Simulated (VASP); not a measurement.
Crystal: NbAs.

```
CELL_PARAMETERS angstrom
-1.72585 1.72585 5.84000
1.72585 -1.72585 5.84000
1.72585 1.72585 -5.84000
ATOMIC_POSITIONS crystal
Nb 0.50000 0.00000 0.50000
Nb 0.75000 0.75000 0.00000
As 0.91600 0.41600 0.50000
As 0.16600 0.16600 0.00000
```

Program: VASP 6.6.1. Alike in all runs: task single point; no spin polarisation; cell as given; k mesh 11 × 11 × 11; cutoff (eV) 520; smearing fermi-dirac 0.05 eV.

Q: Order these runs on this cell by their pressure, lowest first.
A. level LDA+U; potentials or basis VASP PAW LDA potentials, release 64 (Nb_sv, As); U Nb d U = 2.0 eV
B. level PBEsol+D3(BJ); potentials or basis VASP PAW PBE potentials, release 64 (Nb_sv, As)
C. level LDA+U; potentials or basis VASP PAW LDA potentials, release 64 (Nb_sv, As); U Nb d U = 4.0 eV

A: B (-7.9 GPa), A (-2.7 GPa), C (-0.2 GPa).

Caveats: U without spin polarisation on a metal has little footing (at least some runs); the U is typed as a test and isn't derived for this compound (at least some runs); three body term missing (at least some runs); the cell stands under tension (at least some runs); the PAW data sets were made with another functional, which shifts forces and pressure a little (at least some runs).
